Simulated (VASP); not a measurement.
Here is a VASP 6.6.1 calculation.

The input POSCAR:

```
MgO
1.0
    3.2882171726      0.0000000000      0.0000000000
   -1.6441085863      2.8476796046      0.0000000000
    0.0000000000      0.0000000000      5.1098819145
Mg O
2 2
Direct
    0.3333333333      0.6666666667     -0.0076843109
    0.6666666667      0.3333333333      0.4923156891
    0.3333333333      0.6666666667      0.3826843109
    0.6666666667      0.3333333333      0.8826843109
```

The input INCAR.step1:

```
PREC = Accurate
ENCUT = 520
ISMEAR = 0
SIGMA = 0.01
LREAL = False
LASPH = True
NELM = 100
NBANDS = 16
GGA = PE
ALGO = Normal
EDIFF = 1E-4
LWAVE = True
LCHARG = False
```

File INCAR.step2:

```
PREC = Accurate
ENCUT = 520
EDIFF = 1E-7
ISMEAR = 0
SIGMA = 0.01
LREAL = False
LASPH = True
NELM = 100
ALGO = Normal
ISIF = 2
LWAVE = False
LCHARG = False
METAGGA = R2SCAN
LMIXTAU = True
NBANDS = 16
ISTART = 1
```

File KPOINTS:

```
Automatic mesh
0
Gamma
  12 12 6
```

Potentials or basis: VASP PAW PBE potentials, release 64 (Mg, O).

Launch:

```console
$ cat potpaw_PBE.64/Mg/POTCAR potpaw_PBE.64/O/POTCAR > POTCAR
$ cp INCAR.step1 INCAR
$ mpirun -np 1 vasp_std > vasp.out
$ cp INCAR.step2 INCAR
$ mpirun -np 1 vasp_std > vasp.out
```

Question: Estimate the largest force.

Answer: 0.003 eV/Å.

Question: Estimate the pressure.

Answer: -2.2 GPa.

Stress tensor (GPa, compression positive):
```
-1.97  0.00  0.00
 0.00 -1.97  0.00
 0.00  0.00 -2.51
```

Caveat: the cell differs from its parent crystal (uniaxial z strain +1.5%); the PAW data sets were made with another functional, which shifts forces and pressure a little.
